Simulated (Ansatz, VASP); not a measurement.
## Two plane-wave programs on In

```
CELL_PARAMETERS angstrom
-2.03313 2.03313 2.03313
2.03313 -2.03313 2.03313
2.03313 2.03313 -2.03313
ATOMIC_POSITIONS crystal
In 0.00000 0.00000 0.00000
```

Change from the starting cell: strain +0.080 along x and y, +0.080 along z, atoms carried along.

Alike in both runs: task single point; functional PBE; k mesh 18 × 18 × 18; occupations gaussian, width 0.15 eV; no spin polarisation.

|  | VASP | Ansatz |
| --- | --- | --- |
| version | VASP 6.6.1 | Ansatz 0.2.0 |
| potentials or method | VASP PAW PBE potentials, release 64 (In_d), cutoff 520 eV | scalar-relativistic, plane waves, PAW |
| valence electrons in the cell | 13 | 13 |

```csv
,VASP,Ansatz,Ansatz less VASP
gap on the k mesh at the Fermi level (eV),none,none,-
pressure (GPa),-4.0,-4.0,+0.03
```

A gap of «none» marks a metal or a gap that the smearing closes. The functional is the same, so the differences come from potentials, cutoffs and numerics.
